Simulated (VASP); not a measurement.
Wanted: the native input for a VASP 6.6.1 run.

* Task: relaxation of cell and atoms
* Functional: PBE
* Potentials or basis: VASP PAW PBE potentials, release 64 (C)
* Cutoff: 600 eV
* k mesh: 4 × 4 × 4
* Occupations: gaussian, width 0.1 eV
* Spin: no spin polarisation
* Dipole correction: no
* Further INCAR settings: ALGO = Normal; EDIFF = 1e-06; IBRION = 2; EDIFFG = -0.04; NSW = 90; ISIF = 3

The structure of C lies in POSCAR:

```
C
1.0
    4.2095714900      0.0000000000      0.0000000000
    0.0000000000      3.8245575600      0.0000000000
    0.0000000000      0.0000000000      4.5901081200
C
12
Direct
    0.3325590500      0.0000000000      0.0000000000
    0.1674409500      0.0000000000      0.5000000000
    0.6674409500      0.0000000000      0.0000000000
    0.8325590500      0.0000000000      0.5000000000
    0.6785438200      0.6424874100      0.1059018100
    0.8214561800      0.3575125900      0.6059018100
    0.8214561800      0.6424874100      0.3940981900
    0.6785438200      0.3575125900      0.8940981900
    0.3214561800      0.3575125900      0.8940981900
    0.1785438200      0.6424874100      0.3940981900
    0.1785438200      0.3575125900      0.6059018100
    0.3214561800      0.6424874100      0.1059018100
```

The cell was generated, and may not be a known phase.

One way to write it, as run:

INCAR

```
  PREC = Accurate
  ENCUT = 600
  EDIFF = 1E-6
  ISMEAR = 0
  SIGMA = 0.1
  LREAL = F
  LASPH = T
  NELM = 100
  ALGO = Normal
  ISIF = 3
  LWAVE = F
  LCHARG = F
  GGA = PE
  IBRION = 2
  NSW = 90
  EDIFFG = -0.04
```

KPOINTS

```
regular mesh
0
Gamma
  4 4 4
```

Potentials or basis: VASP PAW PBE potentials, release 64 (C).

The run is started by

```console
$ cat potpaw_PBE.64/C/POTCAR > POTCAR
$ mpirun -np 1 vasp_std > vasp.out
```

It gave:

```json
{
 "Relaxed volume": "7.81 Å³/atom",
 "Relaxed cell": "a = 5.006 Å, b = 3.948 Å, c = 4.744 Å, α = 90.00°, β = 90.00°, γ = 90.00°",
 "Space group after relaxing (to 0.1 Å)": "Pmna (No. 53)",
 "Pressure after relaxing": "0.4 GPa",
 "Largest force after relaxing": "0.022 eV/Å"
}
```

Caveat: the volume moved by over 15 % at a fixed basis, so the end points are rough; this functional lacks dispersion, which binds layers or chains, so the pressure and a relaxed spacing across them are unreliable.

Run time: 18 min on 1 thread of AMD EPYC 7R13 Processor (Zen 3) (shared host), peak memory 0.19 GiB.
